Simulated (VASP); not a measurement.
Here is a VASP 6.6.1 calculation.

INCAR

```
SYSTEM = HfO2
PREC     = Accurate       ! precision mode
ENCUT    = 520            ! plane-wave cutoff, eV
EDIFF    = 1E-6           ! SCF threshold, eV
ISMEAR   = 0              ! smearing method
SIGMA    = 0.05           ! smearing width, eV
LREAL    = .FALSE.        ! projectors in reciprocal space
LASPH    = .TRUE.         ! aspherical terms in the spheres
NELM     = 100            ! most SCF steps
ALGO     = Normal         ! electronic algorithm
ISIF     = 2              ! what is computed and relaxed
LWAVE    = .FALSE.        ! write WAVECAR
LCHARG   = .TRUE.         ! write CHGCAR
GGA      = PE             ! functional
LELF     = .TRUE.         ! ELF
LVHAR    = .TRUE.       
NBANDS   = 18             ! bands
```

File KPOINTS:

```
regular mesh
0
G
  8 8 8
  0 0 0
```

POSCAR

```
HfO2
1.0
    0.0000000000      2.6853750000      2.4296250000
    2.6853750000      0.0000000000      2.4296250000
    2.6853750000      2.6853750000      0.0000000000
Hf O
1 2
Direct
    0.0000000000      0.0000000000      0.0000000000
    0.2500000000      0.2500000000      0.2500000000
    0.7500000000      0.7500000000      0.7500000000
```

Potentials or basis: VASP PAW PBE potentials, release 64 (Hf_pv, O).

Launch:

```sh
$ cat potpaw_PBE.64/Hf_pv/POTCAR potpaw_PBE.64/O/POTCAR > POTCAR
$ mpirun -np 1 vasp_std > vasp.out
```

**Question.** Predict the band gap on the k mesh.

**Answer.** 2.41 eV, indirect (least direct gap 2.69 eV).

**Question.** Estimate the pressure.

**Answer.** -14.9 GPa.

Stress tensor (GPa, compression positive):
```
-29.05   0.00   0.00
  0.00 -29.05   0.00
  0.00   0.00  13.36
```

Caveat: the cell differs from its parent crystal (strain +0.050 along x and y, -0.050 along z); spin-orbit coupling is left out, which moves the levels of the heavy elements. A k mesh can miss the band edges.
